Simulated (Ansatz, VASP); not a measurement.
**Two plane-wave programs on NiO**

```
Ni O
1.0
     0.00000    2.09131    2.09131
     2.09131    0.00000    2.09131
     2.09131    2.09131    0.00000
Ni O
1 1
Direct
  0.00000 0.00000 0.00000
  0.50000 0.50000 0.50000
```

Alike in both runs: task single point; functional PBE; k mesh 11 × 11 × 11; occupations fermi-dirac, width 0.05 eV; collinear spin.

```csv
,VASP,Ansatz
version,VASP 6.6.1,Ansatz 0.2.0
potentials or method,"VASP PAW PBE potentials, release 64 (Ni, O)",Ansatz PAW
plane-wave cutoff (eV),520,420
valence electrons in the cell,16,24
```

|  | VASP | Ansatz | Ansatz less VASP |
| --- | --- | --- | --- |
| gap on the k mesh at the Fermi level (eV) | none | none | - |
| pressure (GPa) | 3.9 | 4.3 | +0.38 |
| net moment per atom (μB) | 0.85 | 0.88 | +0.025 |
| size of the moment on the site where the two differ most (μB) | 0.26 | 0.28 | +0.025 |

Site moments also hang on the region over which each program counts them. A gap of «none» marks a metal or a gap that the smearing closes. The functional is the same, so the differences come from potentials, cutoffs and numerics. VASP's potentials hold 16 valence electrons a cell and Ansatz's 24, so a difference there can come from the potentials and not from the codes.
